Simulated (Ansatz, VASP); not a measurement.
TaAlMo3 in VASP and in Ansatz

```
Ta Al Mo
1.0
     3.45323    0.00000    0.00000
     0.00000    3.45323    0.00000
     0.00000    0.00000    7.50930
Ta Al Mo
1 1 3
Direct
  0.00000 0.00000 0.50000
  0.50000 0.50000 0.00000
  0.50000 0.50000 0.33096
  0.50000 0.50000 0.66904
  0.00000 0.00000 0.00000
```

Alike in both runs: functional PBE; k mesh 6 × 6 × 2; occupations gaussian, width 0.1 eV; no spin polarisation.

Ansatz relaxed the structure, and its values are those at the end. VASP's run is a single point on that final structure, the one shown.

|  | VASP | Ansatz |
| --- | --- | --- |
| version | VASP 6.6.1 | Ansatz 0.2.0 |
| potentials or method | VASP PAW PBE potentials, release 64 (Ta_pv, Al, Mo_sv), cutoff 520 eV | scalar-relativistic, plane waves, PAW |
| valence electrons in the cell | 56 | 58 |

Ansatz gave:

- gap on the k mesh at the Fermi level (eV): none
- pressure (GPa): 0.0
- rms of the force components (eV/Å): 0.005

Problem. Estimate VASP's values.

Solution. gap on the k mesh at the Fermi level (eV): none; pressure (GPa): 0.3; rms of the force components (eV/Å): 0.012.

A gap of «none» marks a metal or a gap that the smearing closes. The functional is the same, so the differences come from potentials, cutoffs and numerics. VASP's potentials hold 56 valence electrons a cell and Ansatz's 58, so a difference there can come from the potentials and not from the codes.

The k mesh is coarse, so the values compare programs but aren't converged. Spin-orbit coupling is off throughout.
